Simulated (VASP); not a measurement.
Set up this calculation in VASP 6.6.1, as the native input.

| Quantity | Value |
| --- | --- |
| Task | single point |
| Functional | PBE |
| Potentials or basis | VASP PAW PBE potentials, release 64 (W_sv) |
| Cutoff | 400 eV |
| k mesh | 20 × 20 × 1 |
| Occupations | methfessel-paxton, width 0.1 eV |
| Spin | no spin polarisation |
| Dipole correction | yes |
| Further INCAR settings | ALGO = Normal; EDIFF = 1e-06; NBANDS = 36; NELMDL = -8 |

The structure of W lies in POSCAR:

```
W
1.0
    2.7571790179      0.0000000004      0.0000000000
   -0.9190597059      2.5994932956      0.0000000000
    0.0000000000      0.0000000000     28.5070089583
W
4
Direct
    0.0000000000      0.0000000000      0.2104745541
    0.5000000000      0.5000000000      0.2867399073
    0.0000000000      0.0000000000      0.3657882586
    0.5000000000      0.5000000000      0.4444625519
```

These files were run (other wordings do the same):

INCAR

```
ALGO = Normal ; DIPOL = 0.5 0.5 0.327
EDIFF = 1E-6 ; ENCUT = 400
GGA = PE ; GGA_COMPAT = F
IDIPOL = 3 ; ISIF = 2
ISMEAR = 1 ; LASPH = T
LCHARG = F ; LDIPOL = T
LREAL = F ; LWAVE = F
NBANDS = 36 ; NELM = 120
NELMDL = -8 ; PREC = Accurate
SIGMA = 0.1
```

KPOINTS

```
k-points
0
Gamma
  20 20 1
```

Potentials or basis: VASP PAW PBE potentials, release 64 (W_sv).

Command:

```console
$ cat potpaw_PBE.64/W_sv/POTCAR > POTCAR
$ mpirun -np 1 vasp_std > vasp.out
```

It gave:

The largest force is 0.609 eV/Å. The band gap on the k mesh is zero (band 28 reaches 1.52 eV, above the bottom of band 29 at -0.58 eV).

Caveat: spin-orbit coupling is left out, which moves the levels of the heavy elements.

Wall time 13 min on 1 thread of Intel(R) Xeon(R) Platinum 8259CL CPU @ 2.50GHz (Skylake/Cascade Lake), on a shared host, peak memory 0.5 GiB.
